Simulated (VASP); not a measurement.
# SiC (Fmm2) in VASP: notebook

SiC is run at these levels: PBE; tasks: relaxation of cell and atoms.

All numbers are computed with VASP 6.6.1; they aren't measurements. Logs are shortened: lines on timing, memory, paths and dates and some standing lists are left out, and cuts for length are marked.

### 1 The cell of the first run

The structure is orthorhombic, space group Fmm2 (No. 42). The conventional cell has a = 2.873 Å, b = 7.834 Å, c = 4.977 Å, α = 90.00°, β = 90.00°, γ = 90.00°. Within 2.2 Å of Si (site symmetry mm2) lie 3 C at 1.66 Å. C (site symmetry mm2) has 3 Si at 1.66 Å within 2.2 Å.

### 2 Relaxation of cell and atoms, PBE

File INCAR:

```
SYSTEM = SiC
  ALGO = Normal
  EDIFF = 1E-6
  EDIFFG = -0.04
  ENCUT = 600
  GGA = PE
  IBRION = 2
  ISIF = 3
  ISMEAR = 0
  LASPH = .TRUE.
  LCHARG = .FALSE.
  LREAL = .FALSE.
  LWAVE = .FALSE.
  NELM = 80
  NSW = 90
  PREC = Accurate
  SIGMA = 0.1
```

File KPOINTS:

```
k-points
0
G
  8 8 8
  0 0 0
```

File POSCAR:

```
SiC
1.0
    0.0000000000      3.9170895200      2.4885453000
    1.4367341800      0.0000000000      2.4885453000
    1.4367341800      3.9170895200      0.0000000000
Si C
1 1
Direct
    0.6666700100      0.6666700100      0.3333299900
    0.3333299900      0.3333299900      0.6666700100
```

Potentials or basis: VASP PAW PBE potentials, release 64 (Si, C).

Launch:

```bash
> cat potpaw_PBE.64/Si/POTCAR potpaw_PBE.64/C/POTCAR > POTCAR
> mpirun -np 1 vasp_std > vasp.out
```

OUTCAR:

```text
SYSTEM = SiC
   EDIFF = 1E-6
   EDIFFG = -0.04
   ENCUT = 600
   GGA = PE
   IBRION = 2
   ISIF = 3
   ISMEAR = 0
   LASPH = .TRUE.
   LREAL = .FALSE.
   NELM = 80
   NSW = 90
   PREC = Accurate

 ion  position               nearest neighbor table
   1  0.667  0.667  0.333-   2 1.66   2 1.66   2 1.66
   2  0.333  0.333  0.667-   1 1.66   1 1.66   1 1.66

  LATTYP: Found a face centered orthorhombic cell.
 ALAT       =     2.8734683600
 B/A-ratio  =     1.7320847062
 C/A-ratio  =     2.7263843058

  Lattice vectors:

 A1 = (   0.0000000000,   3.9170895200,   2.4885453000)
 A2 = (  -1.4367341800,   3.9170895200,   0.0000000000)
 A3 = (  -1.4367341800,   0.0000000000,   2.4885453000)

Analysis of symmetry for initial positions (statically):
=====================================================================
 Subroutine PRICEL returns:
 Original cell was already a primitive cell.

 Routine SETGRP: Setting up the symmetry group for a
 face centered orthorhombic supercell.

 Subroutine GETGRP returns: Found  4 space group operations
 (whereof  4 operations were pure point group operations)
 out of a pool of  8 trial point group operations.

The static configuration has the point symmetry C_2v.

Analysis of symmetry for dynamics (positions and initial velocities):
=====================================================================
 Subroutine PRICEL returns:
 Original cell was already a primitive cell.

 Routine SETGRP: Setting up the symmetry group for a
 face centered orthorhombic supercell.

 Subroutine GETGRP returns: Found  4 space group operations
 (whereof  4 operations were pure point group operations)
 out of a pool of  8 trial point group operations.

The dynamic configuration has the point symmetry C_2v.

 Subroutine INISYM returns: Found  4 space group operations
 (whereof  4 operations are pure point group operations),
 and found     1 'primitive' translations

----------------------------------------------------------------------------------------

                                     Primitive cell

  volume of cell :      28.0102

  direct lattice vectors                    reciprocal lattice vectors
     0.000000000  3.917089520  2.488545300    -0.348011488  0.127645794  0.200920594
     1.436734180  0.000000000  2.488545300     0.348011488 -0.127645794  0.200920594
     1.436734180  3.917089520  0.000000000     0.348011488  0.127645794 -0.200920594

  length of vectors
     4.640737874  2.873510538  4.172265022     0.421633169  0.421633169  0.421633169

  position of ions in fractional coordinates (direct lattice)
     0.666670010  0.666670010  0.333329990
     0.333329990  0.333329990  0.666670010

  ion indices of the primitive-cell ions
   primitive index   ion index
                 1           1
                 2           2

----------------------------------------------------------------------------------------

 KPOINTS: k-points

Automatic generation of k-mesh.
 Grid dimensions read from file:
 generate k-points for:    8    8    8

 Generating k-lattice:

  Cartesian coordinates                     Fractional coordinates (reciprocal lattice)
    -0.043501436  0.015955724  0.025115074     0.125000000 -0.000000000 -0.000000000
     0.043501436 -0.015955724  0.025115074    -0.000000000  0.125000000  0.000000000
     0.043501436  0.015955724 -0.025115074     0.000000000  0.000000000  0.125000000

  Length of vectors
     0.052704146  0.052704146  0.052704146

  Shift w.r.t. Gamma in fractional coordinates (k-lattice)
     0.000000000  0.000000000  0.000000000

 Subroutine IBZKPT returns following result:
 ===========================================

 Found     95 irreducible k-points:

 Following reciprocal coordinates:
            Coordinates               Weight
  0.000000  0.000000  0.000000      1.000000
  0.125000  0.000000  0.000000      8.000000
  0.250000  0.000000  0.000000      8.000000
  0.375000  0.000000  0.000000      8.000000
  0.500000  0.000000  0.000000      4.000000
  0.125000  0.125000  0.000000      2.000000
[... 16 lines left out ...]
  0.250000  0.000000  0.125000      8.000000
  0.375000  0.000000  0.125000      8.000000
 [... further k-points ...]
   k-points           NKPTS =     95   k-points in BZ     NKDIM =     95   number of bands    NBANDS=      8
   number of dos      NEDOS =    301   number of ions     NIONS =      2
   total plane-waves  NPLWV =  34560
   dimension x,y,z NGX =    40 NGY =   24 NGZ =   36
   dimension x,y,z NGXF=    80 NGYF=   48 NGZF=   72
   ions per type =               1   1
   NGX,Y,Z   is equivalent  to a cutoff of  14.33, 13.89, 14.34 a.u.
   NGXF,Y,Z  is equivalent  to a cutoff of  28.66, 27.77, 28.69 a.u.
 SYSTEM =  SiC
   PREC   = accura    normal or accurate (medium, high low for compatibility)
   ISTART =      0    job   : 0-new  1-cont  2-samecut
   ICHARG =      2    charge: 1-file 2-atom 10-const
   ISPIN  =      1    spin polarized calculation?
   LNONCOLLINEAR =      F non collinear calculations
   LSORBIT =      F    spin-orbit coupling
   LASPH  =      T    aspherical Exc in radial PAW
   ENCUT  =  600.0 eV  44.10 Ry    6.64 a.u.   9.27  5.74  8.33*2*pi/ulx,y,z
   NELM   =     80;   NELMIN=  2; NELMDL= -5     # of ELM steps
   EDIFF  = 0.1E-05   stopping-criterion for ELM
   LREAL  =      F    real-space projection
   EDIFFG = -.4E-01   stopping-criterion for IOM
   NSW    =     90    number of steps for IOM
   IBRION =      2    ionic relax: 0-MD 1-quasi-New 2-CG
   NFREE  =      1    steps in history (QN), initial steepest desc. (CG)
   ISIF   =      3    stress and relaxation
   ISYM   =      2    0-nonsym 1-usesym 2-fastsym
   POTIM  = 0.5000    time-step for ionic-motion
   TEBEG  =    0.0;   TEEND  =   0.0 temperature during run
   PSTRESS=    0.0 pullay stress
   NELECT =       8.0000    total number of electrons
   NUPDOWN=      -1.0000    fix difference up-down
   EMIN   =  10.00;   EMAX   =-10.00  energy-range for DOS
   EFERMI =   0.00;   METHOD = LEGACY
   ISMEAR =     0;   SIGMA  =   0.10  broadening in eV -4-tet -1-fermi 0-gaus
   EFERMI_NEDOS =   21; number of points for ismear=-14 and -15
   IALGO  =     38    algorithm
   IMIX   =      4    mixing-type and parameters
     AMIX     =   0.40;   BMIX     =  1.00
     AMIX_MAG =   1.60;   BMIX_MAG =  1.00
  volume/ion in A,a.u.               =      14.01        94.51
  Fermi-wavevector in a.u.,A,eV,Ry     =   1.078118  2.037348 15.814577  1.162339
  Thomas-Fermi vector in A             =   2.214048
   LORBIT       =      0    0 simple, 1 ext, 2 COOP (PROOUT), +10 PAW based schemes
   GGA     = PE    functional components
   LHFCALC =     F    Hartree Fock is set to
   AEXX    =    0.0000 exact exchange contribution
   IVDW    =     0    specifies the selected vdW correction
   LEPSILON=     F    determine dielectric tensor
   LRPA    =     F    only Hartree local field effects (RPA)
 conjugate gradient relaxation of ions
 non-spin polarized calculation
 Gauss-broadening in eV      SIGMA  =   0.10
  energy-cutoff  :      600.00
  volume of cell :       28.01
 maximum number of plane-waves:       946
 NGX is ok and might be reduce to    40
   NGX = 19   NGY = 11   NGZ = 17

--------------------------------------- Ionic step        1  -------------------------------------------

 number of electron       8.0000000 magnetization

 Free energy of the ion-electron system (eV)
  ---------------------------------------------------
  ext. energy  EPLUGINS =         0.00000000
  ---------------------------------------------------
  free energy    TOTEN  =       -13.29487701 eV

  energy without entropy =      -13.29487701  energy(sigma->0) =      -13.29487701

------------------------ aborting loop because EDIFF is reached ----------------------------------------

  FORCE on cell =-STRESS in cart. coord.  units (eV):
  Direction    XX          YY          ZZ          XY          YZ          ZX
  --------------------------------------------------------------------------------------
  -------------------------------------------------------------------------------------
  Total       11.0272195      0.0062356     10.9120737      0.0000000      0.0000000      0.0000000
  in kB      630.7556305      0.3566775    624.1693012      0.0000000      0.0000000      0.0000000
  external PRESSURE =     418.4272031 kB  Pullay stress =       0.0000000 kB
[... 21 lines left out ...]
  energy  without entropy=      -13.2948770126  energy(sigma->0) =      -13.29487701

--------------------------------------- Ionic step        2  -------------------------------------------

 number of electron       8.0000000 magnetization

 E-fermi :   1.8362     XC(G=0):  -8.0332

 val. band max:        1.7981819898   @ k =   0.2500   0.0000   0.2500
 cond. band min:       1.8402627758   @ k =  -0.3750   0.3750  -0.0000
 fundamental gap:      0.0420807859
 Fermi energy:         1.8362019150

 k-point     1 :       0.0000    0.0000    0.0000
  band No.  band energies     occupation
      1     -10.3362      2.00000
      2      -0.0416      2.00000
      3      -0.0030      2.00000
      4       0.1991      2.00000
      5       1.4362      2.00000
      6       6.3345      0.00000
      7       6.5244      0.00000
      8       6.9699      0.00000
[... 358 lines left out ...]
  energy  without entropy=      -14.0654143048  energy(sigma->0) =      -14.06541430

--------------------------------------- Ionic step        5  -------------------------------------------

 number of electron       8.0000000 magnetization

 Free energy of the ion-electron system (eV)
  ---------------------------------------------------
  ext. energy  EPLUGINS =         0.00000000
  ---------------------------------------------------
  free energy    TOTEN  =       -14.06600414 eV

  energy without entropy =      -14.06600414  energy(sigma->0) =      -14.06600414

 E-fermi :   4.0241     XC(G=0):  -8.9277

 val. band max:        3.5840008544   @ k =   0.5000  -0.3750   0.1250
 cond. band min:       4.9605798318   @ k =   0.0000   0.5000   0.5000
 fundamental gap:      1.3765789774
 Fermi energy:         4.0241064118

 k-point     1 :       0.0000    0.0000    0.0000
  band No.  band energies     occupation
      1     -10.4266      2.00000
      2       0.6009      2.00000
      3       2.0290      2.00000
      4       2.0482      2.00000
      5       5.7674      0.00000
      6      10.8221      0.00000
      7      10.9706      0.00000
      8      11.3881      0.00000
[... 282 lines left out ...]
  FREE ENERGIE OF THE ION-ELECTRON SYSTEM (eV)
  ---------------------------------------------------
  free  energy   TOTEN  =       -14.0660041366 eV

  energy  without entropy=      -14.0660041366  energy(sigma->0) =      -14.06600414

 reached required accuracy - stopping structural energy minimisation
```

Wall time 55 s (1 thread of AMD EPYC 9R45 (Zen 5), shared host); peak memory 0.16 GiB.

What came out:

- Free energy: -14.0660 eV
- Relaxed volume: 16.27 Å³/atom
- Relaxed cell: a = 4.747 Å, b = 3.096 Å, c = 4.212 Å, α = 79.40°, β = 39.88°, γ = 60.72°
- Space group after relaxing (to 0.05 Å): Fmm2 (No. 42)
- Energy gained by relaxing: 385.6 meV/atom
- Ionic steps: 5
- Pressure after relaxing: 0.0 GPa
- Largest force after relaxing: 0.017 eV/Å
- Band gap on the k mesh: 1.38 eV, indirect (least direct gap 2.63 eV)

Forces on the atoms (eV/Å):
```
Si   0.000  0.000  0.017
C    0.000  0.000 -0.017
```

Stress tensor (GPa, compression positive):
```
 0.31  0.00  0.00
 0.00  0.00  0.00
 0.00  0.00 -0.28
```

Step by step:
```tsv
step	energy change (eV)	largest force (eV/Å)	pressure (GPa)	volume (Å³)
1	0.0000	0.0233	41.84	28.01
2	1.4634	0.0152	-27.17	44.80
3	-0.7584	0.0177	-3.91	33.22
4	-0.7705	0.0170	-0.86	32.68
5	-0.7711	0.0168	0.01	32.54
```

Final structure:
```xyz
2
Lattice="0.0000 3.9173 2.6810 1.5490 0.0000 2.6810 1.5490 3.9173 0.0000" Properties=species:S:1:pos:R:3 pbc="T T T"
Si    1.5490    3.9173    3.5752
C     1.5490    3.9173    1.7868
```

Caveat: the volume moved by over 15 % at a fixed basis, so the end points are rough.

### 3 Relaxation of cell and atoms, PBE

This run uses another cell than the first one, of 16.26 Å³/atom, 1.161 times its volume.

File INCAR:

```
SYSTEM = SiC
ALGO = Normal
EDIFF = 1E-6
EDIFFG = -0.01
ENCUT = 600
GGA = PE
IBRION = 2
ISIF = 3
ISMEAR = 0
LASPH = .TRUE.
LCHARG = .FALSE.
LREAL = .FALSE.
LWAVE = .FALSE.
NELM = 60
NSW = 100
PREC = Accurate
SIGMA = 0.02
```

File KPOINTS:

```
k-points
0
G
  10 10 10
  0 0 0
```

File POSCAR:

```
SiC
1.0
    0.0000000000      3.9136268002      2.6782743992
    1.5510216488      0.0000000000      2.6782743992
    1.5510216488      3.9136268002      0.0000000000
Si C
1 1
Direct
    0.6669547820      0.6669547820      0.3330452180
    0.3330452180      0.3330452180      0.6669547820
```

Potentials or basis: VASP PAW PBE potentials, release 64 (Si, C).

Launch:

```bash
> cat potpaw_PBE.64/Si/POTCAR potpaw_PBE.64/C/POTCAR > POTCAR
> mpirun -np 1 vasp_std > vasp.out
```

It took 58 s on 1 thread of AMD EPYC 9R45 (Zen 5), shared host; peak memory 0.19 GiB.

The run converged. Its results:

```yaml
Free_energy: -14.0687 eV
Relaxed_volume: 16.25 Å³/atom
Relaxed_cell: a = 4.742 Å, b = 3.094 Å, c = 4.209 Å, α = 79.36°, β = 39.89°, γ = 60.75°
Space_group_after_relaxing_to_0.05_Å: Fmm2 (No. 42)
Energy_gained_by_relaxing: 0.0 meV/atom
Ionic_steps: 3
Pressure_after_relaxing: 0.0 GPa
Band_gap_on_the_k_mesh: 1.44 eV, indirect (least direct gap 2.46 eV)
```

Final structure:
```cif
data_structure
_symmetry_space_group_name_H-M 'P 1'
_symmetry_Int_Tables_number 1
_cell_length_a 4.7418
_cell_length_b 3.0942
_cell_length_c 4.2094
_cell_angle_alpha 79.362
_cell_angle_beta 39.890
_cell_angle_gamma 60.747
_cell_volume 32.50
loop_
_atom_site_label
_atom_site_type_symbol
_atom_site_fract_x
_atom_site_fract_y
_atom_site_fract_z
_atom_site_occupancy
Si1 Si 0.66694 0.66694 0.33306 1
C1 C 0.33306 0.33306 0.66694 1
```

Levels at points of the mesh, in eV from the valence-band top:
```csv
k point,band 1,band 2,band 3,band 4,band 5,band 6,band 7,band 8
"(0.00, 0.00, 0.00)",-13.96,-2.93,-1.50,-1.49,2.24,7.31,7.43,7.86
"(0.50, 0.00, 0.00)",-10.91,-8.06,-3.01,-0.91,2.17,3.83,8.19,11.20
"(0.50, 0.50, 0.00)",-10.97,-8.15,-3.02,-0.25,3.55,3.58,7.04,9.28
"(0.50, 0.00, 0.50)",-13.74,-4.79,-1.54,-1.47,5.40,7.21,7.26,7.40
"(0.00, 0.50, 0.50)",-10.82,-7.93,-3.09,-1.46,1.44,3.67,10.09,10.92
```
